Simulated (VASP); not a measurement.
Runs of VASP 6.6.1 on AsHF. The structure is that of space group Pmmm (No. 47), or close to it. The cells are those of the table. The cell was built from a structure type or drawn by symmetry, and may not be a known phase.

| task | cell | k mesh | gap on the mesh (eV) | pressure (GPa) | relaxed volume (Å³/atom) |
| --- | --- | --- | --- | --- | --- |
| relaxation of cell and atoms | relaxed from a = 2.506, b = 4.050, c = 5.054 Å, 3 atoms | 18 × 12 × 10 | none | 0.0 | (a) |
| relaxation of cell and atoms | relaxed from a = 2.285, b = 4.309, c = 4.884 Å, 3 atoms | 8 × 4 × 4 | none | 0.0 | (b) |
| single point | a = 2.506, b = 4.050, c = 5.054 Å, 3 atoms | 8 × 4 × 4 | none | 0.1 | - |
| single point | a = 2.537, b = 4.047, c = 4.908 Å, 3 atoms | 18 × 12 × 10 | none | -0.1 | - |
| single point | a = 2.285, b = 4.309, c = 4.884 Å, 3 atoms | 8 × 4 × 4 | none | 4.6 | - |

Alike in all rows: level PBE; potentials or basis VASP PAW PBE potentials, release 64 (H, As, F); no spin polarisation; cutoff (eV) 600; smearing gaussian 0.1 eV.

Q: Estimate the missing entries.

A: (a) 16.28; (b) 16.91.

Caveats: some runs use coarse meshes; an odd number of electrons without spin polarisation forces a metal; a magnetic or distorted state may lie lower.

A k mesh can miss the band edges, and the runs leave out spin-orbit coupling on As.

A gap of «none» marks levels without a gap at the run's occupations.
